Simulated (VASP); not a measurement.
Write the native input for VASP 6.6.1 that does the following.

| Item | Value |
| --- | --- |
| Task | single point |
| Functional | PBE-based screened hybrid with 10 % exact exchange |
| Potentials or basis | VASP PAW PBE potentials, release 64 (Li_sv, F) |
| Cutoff | 520 eV |
| k mesh | 6 × 6 × 6 |
| Occupations | gaussian, width 0.01 eV |
| Spin | no spin polarisation |
| Dipole correction | no |
| Grid for exact exchange (PRECFOCK) | Normal |
| Share of exact exchange | 0.1 |
| Further INCAR settings | ALGO = Normal; EDIFF = 1e-06; NBANDS = 12 |
| Screening parameter | 0.2078 1/Å |

LiF:

```
Li F
1.0
     0.00000    1.99487    1.99487
     1.99487    0.00000    1.99487
     1.99487    1.99487    0.00000
Li F
1 1
Direct
  0.00000 0.00000 0.00000
  0.50000 0.50000 0.50000
```

These files were run (other wordings do the same):

POSCAR

```
LiF
1.0
    0.0000000000      1.9948717434      1.9948717434
    1.9948717434      0.0000000000      1.9948717434
    1.9948717434      1.9948717434      0.0000000000
Li F
1 1
Direct
    0.0000000000      0.0000000000      0.0000000000
    0.5000000000      0.5000000000      0.5000000000
```

INCAR.step1

```
SYSTEM = LiF
ALGO = Normal
EDIFF = 1E-5
ENCUT = 520
GGA = PE
ISIF = 2
ISMEAR = 0
LASPH = .True.
LCHARG = .False.
LREAL = .False.
LWAVE = .True.
NBANDS = 12
NELM = 100
PREC = Accurate
SIGMA = 0.01
```

INCAR.step2

```
SYSTEM = LiF
AEXX = 0.1
ALGO = Normal
EDIFF = 1E-6
ENCUT = 520
GGA = PE
HFSCREEN = 0.2078
ISIF = 2
ISMEAR = 0
ISTART = 1
LASPH = .True.
LCHARG = .False.
LHFCALC = .True.
LREAL = .False.
LWAVE = .False.
NBANDS = 12
NELM = 100
PREC = Accurate
PRECFOCK = Normal
SIGMA = 0.01
```

KPOINTS

```
k-points
0
Gamma
  6 6 6
  0 0 0
```

Potentials or basis: VASP PAW PBE potentials, release 64 (Li_sv, F).

Run with:

```console
$ cat potpaw_PBE.64/Li_sv/POTCAR potpaw_PBE.64/F/POTCAR > POTCAR
$ cp INCAR.step1 INCAR
$ mpirun -np 1 vasp_std > vasp.out
$ cp INCAR.step2 INCAR
$ mpirun -np 1 vasp_std > vasp.out
```

Results of the run:

```json
{
  "Band gap on the k mesh": "10.27 eV"
}
```

Caveat: the k points lie up to 0.45 Å⁻¹ apart.

Wall time 2.9 min on 1 thread of Oxide Virtual Turin-like Processor, on a shared host, peak memory 0.2 GiB.
